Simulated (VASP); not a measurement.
# NaF (Villiaumite) (Fm-3m) in VASP: single point with LDA

Aim: the single point of NaF (Villiaumite) with LDA.

Program: VASP 6.6.1. These are calculated values, not measurements. Logs are shortened: lines on timing, memory, paths and dates and some standing lists are left out, and cuts for length are marked.

## (1) The cell of the first run

It takes space group Fm-3m (No. 225, cubic). Conventional cell: a = 4.640 Å, b = 4.640 Å, c = 4.640 Å, α = 90.00°, β = 90.00°, γ = 90.00°. Na (site symmetry m-3m) has 6 F at 2.32 Å within 3.1 Å. F (site symmetry m-3m) has 6 Na at 2.32 Å within 3.1 Å.

## (2) Single point, LDA

INCAR reads:

```
ALGO = Normal
EDIFF = 1E-6
ENCUT = 520
ISIF = 2
ISMEAR = 0
LASPH = True
LCHARG = True
LELF = True
LREAL = False
LVHAR = True
LWAVE = False
NBANDS = 14
NELM = 100
PREC = Accurate
SIGMA = 0.01
```

KPOINTS reads:

```
k-points
0
Gamma
  8 8 8
```

POSCAR reads:

```
NaF
1.0
    0.0000000000      2.3200000000      2.3200000000
    2.3200000000      0.0000000000      2.3200000000
    2.3200000000      2.3200000000      0.0000000000
Na F
1 1
Direct
    0.0000000000      0.0000000000      0.0000000000
    0.5000000000      0.5000000000      0.5000000000
```

Potentials or basis: VASP PAW LDA potentials, release 64 (Na_pv, F).

The run is started by

```bash
$ cat potpaw_LDA.64/Na_pv/POTCAR potpaw_LDA.64/F/POTCAR > POTCAR
$ mpirun -np 1 vasp_std > vasp.out
```

OUTCAR:

```text
EDIFF = 1E-6
   ENCUT = 520
   ISIF = 2
   ISMEAR = 0
   LASPH = True
   LREAL = False
   NELM = 100
   PREC = Accurate

 ion  position               nearest neighbor table
   1  0.000  0.000  0.000-   2 2.32   2 2.32   2 2.32   2 2.32   2 2.32   2 2.32
   2  0.500  0.500  0.500-   1 2.32   1 2.32   1 2.32   1 2.32   1 2.32   1 2.32

  LATTYP: Found a face centered cubic cell.
 ALAT       =     4.6400000000

  Lattice vectors:

 A1 = (   0.0000000000,   2.3200000000,   2.3200000000)
 A2 = (   2.3200000000,   0.0000000000,   2.3200000000)
 A3 = (   2.3200000000,   2.3200000000,   0.0000000000)

Analysis of symmetry for initial positions (statically):
=====================================================================
 Subroutine PRICEL returns:
 Original cell was already a primitive cell.

 Routine SETGRP: Setting up the symmetry group for a
 face centered cubic supercell.

 Subroutine GETGRP returns: Found 48 space group operations
 (whereof 48 operations were pure point group operations)
 out of a pool of 48 trial point group operations.

The static configuration has the point symmetry O_h .

Analysis of symmetry for dynamics (positions and initial velocities):
=====================================================================
 Subroutine PRICEL returns:
 Original cell was already a primitive cell.

 Routine SETGRP: Setting up the symmetry group for a
 face centered cubic supercell.

 Subroutine GETGRP returns: Found 48 space group operations
 (whereof 48 operations were pure point group operations)
 out of a pool of 48 trial point group operations.

The dynamic configuration has the point symmetry O_h .

 Subroutine INISYM returns: Found 48 space group operations
 (whereof 48 operations are pure point group operations),
 and found     1 'primitive' translations

----------------------------------------------------------------------------------------

                                     Primitive cell

  volume of cell :      24.9743

  direct lattice vectors                    reciprocal lattice vectors
     0.000000000  2.320000000  2.320000000    -0.215517241  0.215517241  0.215517241
     2.320000000  0.000000000  2.320000000     0.215517241 -0.215517241  0.215517241
     2.320000000  2.320000000  0.000000000     0.215517241  0.215517241 -0.215517241

  length of vectors
     3.280975465  3.280975465  3.280975465     0.373286812  0.373286812  0.373286812

  position of ions in fractional coordinates (direct lattice)
     0.000000000  0.000000000  0.000000000
     0.500000000  0.500000000  0.500000000

  ion indices of the primitive-cell ions
   primitive index   ion index
                 1           1
                 2           2

----------------------------------------------------------------------------------------

 KPOINTS: k-points

Automatic generation of k-mesh.
 Grid dimensions read from file:
 generate k-points for:    8    8    8

 Generating k-lattice:

  Cartesian coordinates                     Fractional coordinates (reciprocal lattice)
    -0.026939655  0.026939655  0.026939655     0.125000000  0.000000000  0.000000000
     0.026939655 -0.026939655  0.026939655     0.000000000  0.125000000  0.000000000
     0.026939655  0.026939655 -0.026939655     0.000000000  0.000000000  0.125000000

  Length of vectors
     0.046660851  0.046660851  0.046660851

  Shift w.r.t. Gamma in fractional coordinates (k-lattice)
     0.000000000  0.000000000  0.000000000

 Subroutine IBZKPT returns following result:
 ===========================================

 Found     29 irreducible k-points:

 Following reciprocal coordinates:
            Coordinates               Weight
  0.000000  0.000000  0.000000      1.000000
  0.125000  0.000000  0.000000      8.000000
  0.250000  0.000000  0.000000      8.000000
  0.375000  0.000000  0.000000      8.000000
  0.500000  0.000000  0.000000      4.000000
  0.125000  0.125000  0.000000      6.000000
[... 16 lines left out ...]
  0.500000  0.250000  0.125000     48.000000
 -0.375000  0.250000  0.125000     24.000000
 [... further k-points ...]
   k-points           NKPTS =     29   k-points in BZ     NKDIM =     29   number of bands    NBANDS=     14
   number of dos      NEDOS =    301   number of ions     NIONS =      2
   total plane-waves  NPLWV =  13824
   dimension x,y,z NGX =    24 NGY =   24 NGZ =   24
   dimension x,y,z NGXF=    48 NGYF=   48 NGZF=   48
   ions per type =               1   1
   NGX,Y,Z   is equivalent  to a cutoff of  12.16, 12.16, 12.16 a.u.
   NGXF,Y,Z  is equivalent  to a cutoff of  24.32, 24.32, 24.32 a.u.
 SYSTEM =  unknown system
   PREC   = accura    normal or accurate (medium, high low for compatibility)
   ISTART =      0    job   : 0-new  1-cont  2-samecut
   ICHARG =      2    charge: 1-file 2-atom 10-const
   ISPIN  =      1    spin polarized calculation?
   LNONCOLLINEAR =      F non collinear calculations
   LSORBIT =      F    spin-orbit coupling
   LASPH  =      T    aspherical Exc in radial PAW
   ENCUT  =  520.0 eV  38.22 Ry    6.18 a.u.   6.10  6.10  6.10*2*pi/ulx,y,z
   NELM   =    100;   NELMIN=  2; NELMDL= -5     # of ELM steps
   EDIFF  = 0.1E-05   stopping-criterion for ELM
   LREAL  =      F    real-space projection
   EDIFFG = 0.1E-04   stopping-criterion for IOM
   NSW    =      0    number of steps for IOM
   IBRION =     -1    ionic relax: 0-MD 1-quasi-New 2-CG
   NFREE  =      0    steps in history (QN), initial steepest desc. (CG)
   ISIF   =      2    stress and relaxation
   ISYM   =      2    0-nonsym 1-usesym 2-fastsym
   POTIM  = 0.5000    time-step for ionic-motion
   TEBEG  =    0.0;   TEEND  =   0.0 temperature during run
   PSTRESS=    0.0 pullay stress
   NELECT =      14.0000    total number of electrons
   NUPDOWN=      -1.0000    fix difference up-down
   EMIN   =  10.00;   EMAX   =-10.00  energy-range for DOS
   EFERMI =   0.00;   METHOD = LEGACY
   ISMEAR =     0;   SIGMA  =   0.01  broadening in eV -4-tet -1-fermi 0-gaus
   EFERMI_NEDOS =   21; number of points for ismear=-14 and -15
   IALGO  =     38    algorithm
   IMIX   =      4    mixing-type and parameters
     AMIX     =   0.40;   BMIX     =  1.00
     AMIX_MAG =   1.60;   BMIX_MAG =  1.00
  volume/ion in A,a.u.               =      12.49        84.27
  Fermi-wavevector in a.u.,A,eV,Ry     =   1.349852  2.550851 24.791186  1.822101
  Thomas-Fermi vector in A             =   2.477405
   LORBIT       =      0    0 simple, 1 ext, 2 COOP (PROOUT), +10 PAW based schemes
   GGA     = CA    functional components
   LHFCALC =     F    Hartree Fock is set to
   AEXX    =    0.0000 exact exchange contribution
   IVDW    =     0    specifies the selected vdW correction
   LEPSILON=     F    determine dielectric tensor
   LRPA    =     F    only Hartree local field effects (RPA)
 non-spin polarized calculation
 Gauss-broadening in eV      SIGMA  =   0.01
  energy-cutoff  :      520.00
  volume of cell :       24.97
 maximum number of plane-waves:       692
   NGX = 13   NGY = 13   NGZ = 13

 number of electron      13.9999978 magnetization

 Free energy of the ion-electron system (eV)
  ---------------------------------------------------
  ext. energy  EPLUGINS =         0.00000000
  ---------------------------------------------------
  free energy    TOTEN  =        -9.30272048 eV

  energy without entropy =       -9.30272048  energy(sigma->0) =       -9.30272048

 E-fermi :  -2.4754     XC(G=0):  -9.9246

 val. band max:       -2.5285585763   @ k =   0.0000   0.0000   0.0000
 cond. band min:       3.4064441619   @ k =   0.0000   0.0000   0.0000
 fundamental gap:      5.9350027382
 Fermi energy:        -2.4754232988

 k-point     1 :       0.0000    0.0000    0.0000
  band No.  band energies     occupation
      1     -21.3005      2.00000
      2     -21.3005      2.00000
      3     -21.3005      2.00000
      4     -21.2817      2.00000
      5      -2.5286      2.00000
      6      -2.5286      2.00000
      7      -2.5286      2.00000
      8       3.4064      0.00000
      9      15.9789      0.00000
     10      15.9789      0.00000
     11      15.9789      0.00000
     12      18.7815      0.00000
     13      21.0061      0.00000
     14      21.0061      0.00000

 k-point     2 :       0.1250    0.0000    0.0000
  band No.  band energies     occupation
      1     -21.6055      2.00000
      2     -21.3024      2.00000
      3     -21.3024      2.00000
      4     -20.9553      2.00000
      5      -2.8406      2.00000
      6      -2.5680      2.00000
      7      -2.5680      2.00000
      8       3.9599      0.00000
      9      14.2367      0.00000
     10      16.2155      0.00000
     11      16.2155      0.00000
     12      20.4191      0.00000
     13      20.4191      0.00000
     14      20.6720      0.00000

 k-point     3 :       0.2500    0.0000    0.0000
  band No.  band energies     occupation
      1     -21.8561      2.00000
      2     -21.3069      2.00000
      3     -21.3069      2.00000
      4     -20.6506      2.00000
      5      -3.4676      2.00000
      6      -2.6619      2.00000
      7      -2.6619      2.00000
      8       5.2779      0.00000
      9      12.1553      0.00000
     10      16.7343      0.00000
     11      16.7343      0.00000
     12      19.7499      0.00000
     13      19.7499      0.00000
     14      21.3179      0.00000
[... 324 lines left out ...]
 k-point    23 :       0.5000    0.2500    0.1250
  band No.  band energies     occupation
      1     -21.8920      2.00000
      2     -21.3547      2.00000
      3     -21.3256      2.00000
      4     -20.5296      2.00000
      5      -3.8165      2.00000
      6      -3.0481      2.00000
      7      -2.8376      2.00000
      8       7.7428      0.00000
      9      10.6076      0.00000
     10      14.4277      0.00000
     11      16.2756      0.00000
     12      18.5651      0.00000
     13      20.6159      0.00000
     14      24.7502      0.00000

 k-point    24 :      -0.3750    0.2500    0.1250
  band No.  band energies     occupation
      1     -21.9098      2.00000
      2     -21.3580      2.00000
      3     -21.3329      2.00000
      4     -20.4945      2.00000
      5      -3.8900      2.00000
      6      -3.1287      2.00000
      7      -2.8771      2.00000
      8       8.8331      0.00000
      9       9.7681      0.00000
     10      14.1362      0.00000
     11      15.9818      0.00000
     12      19.1676      0.00000
     13      20.1948      0.00000
     14      24.9403      0.00000

 [... further k-points ...]
[... 5 lines left out ...]
  --------------------------------------------------------------------------------------
  -------------------------------------------------------------------------------------
  Total       -0.7119430     -0.7119430     -0.7119430     -0.0000000     -0.0000000      0.0000000
  in kB      -45.6732416    -45.6732416    -45.6732416     -0.0000000     -0.0000000      0.0000000
  external PRESSURE =     -45.6732416 kB  Pullay stress =       0.0000000 kB

 VOLUME and BASIS-vectors are now :
 -----------------------------------------------------------------------------
  energy-cutoff  :      520.00
  volume of cell :       24.97
      direct lattice vectors                 reciprocal lattice vectors
     0.000000000  2.320000000  2.320000000    -0.215517241  0.215517241  0.215517241
     2.320000000  0.000000000  2.320000000     0.215517241 -0.215517241  0.215517241
     2.320000000  2.320000000  0.000000000     0.215517241  0.215517241 -0.215517241

 POSITION                                       TOTAL-FORCE (eV/Angst)
 -----------------------------------------------------------------------------------
      0.00000      0.00000      0.00000         0.000000     -0.000000      0.000000
      2.32000      2.32000      2.32000        -0.000000      0.000000     -0.000000
 -----------------------------------------------------------------------------------
    total drift:                                0.000000     -0.000000      0.000000

  FREE ENERGIE OF THE ION-ELECTRON SYSTEM (eV)
  ---------------------------------------------------
  free  energy   TOTEN  =        -9.3027204838 eV

  energy  without entropy=       -9.3027204838  energy(sigma->0) =       -9.30272048
```

Run time: 9.9 s. Hardware: 1 thread of Intel Xeon 6975P-C, shared host; peak memory 0.12 GiB.

What came out:

| Quantity | Value |
| --- | --- |
| Free energy | -9.3027 eV |
| Pressure | -4.6 GPa |
| Band gap on the k mesh | 5.93 eV, direct |
